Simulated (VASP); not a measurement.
A run of VASP 6.6.1 is set up as follows.

File POSCAR:

```
GaN
1.0
    0.0000000000      2.0284732500      2.1352350000
    2.0284732500      0.0000000000      2.1352350000
    2.0284732500      2.0284732500      0.0000000000
Ga N
1 1
Direct
    0.0000000000      0.0000000000      0.0000000000
    0.5000000000      0.5000000000      0.5000000000
```

File INCAR.step1:

```
PREC = Accurate
ENCUT = 520
ISMEAR = 0
SIGMA = 0.05
LREAL = False
LASPH = True
NELM = 60
NBANDS = 16
GGA = PE
ALGO = Normal
EDIFF = 1E-4
LWAVE = True
LCHARG = False
```

File INCAR.step2:

```
PREC = Accurate
ENCUT = 520
EDIFF = 1E-6
ISMEAR = 0
SIGMA = 0.05
LREAL = False
LASPH = True
NELM = 60
ALGO = Normal
ISIF = 2
LWAVE = False
LCHARG = False
METAGGA = R2SCAN
LMIXTAU = True
NBANDS = 16
ISTART = 1
```

File KPOINTS:

```
Automatic mesh
0
Gamma
  8 8 8
```

Potentials or basis: VASP PAW PBE potentials, release 64 (Ga_d, N).

Command:

```bash
$ cat potpaw_PBE.64/Ga_d/POTCAR potpaw_PBE.64/N/POTCAR > POTCAR
$ cp INCAR.step1 INCAR
$ mpirun -np 1 vasp_std > vasp.out
$ cp INCAR.step2 INCAR
$ mpirun -np 1 vasp_std > vasp.out
```

**Question.** Predict the pressure.

**Answer.** 21.1 GPa.

**Question.** Estimate the band gap on the k mesh.

**Answer.** 1.36 eV, indirect (least direct gap 4.04 eV).

Stress tensor (GPa, compression positive):
```
26.09  0.00  0.00
 0.00 26.09  0.00
 0.00  0.00 11.05
```

Caveat: the PAW data sets were made with another functional, which shifts forces and pressure a little. r2SCAN opens gaps a little over a GGA but as a rule still falls short of measured ones.
